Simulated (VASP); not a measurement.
Crystal: Pd.

```xyz
2
Lattice="2.8021 0.0000 0.0000 -1.4011 2.4267 0.0000 0.0000 0.0000 4.6595" Properties=species:S:1:pos:R:3 pbc="T T T"
Pd    0.0000    1.6178    1.1649
Pd    1.4011    0.8089    3.4947
```

Base run:

```yaml
Program: VASP 6.6.1
Functional: r2SCAN
Potentials_or_basis: VASP PAW PBE potentials, release 64 (Pd)
Cutoff: 520 eV
k_mesh: 11 × 11 × 6
Occupations: fermi-dirac, width 0.05 eV
Spin: no spin polarisation
```

Its results: band gap on the k mesh zero (band 10 reaches 8.61 eV, above the bottom of band 11 at 7.80 eV); pressure -8.0 GPa.

Question: The run is repeated on the same cell with these changes: functional from r2SCAN to PBE. What comes out?

Answer: Band gap on the k mesh zero (band 10 reaches 8.76 eV, above the bottom of band 11 at 7.99 eV); pressure -4.5 GPa.

Caveats: the PAW data sets were made with another functional, which shifts forces and pressure a little (some runs).
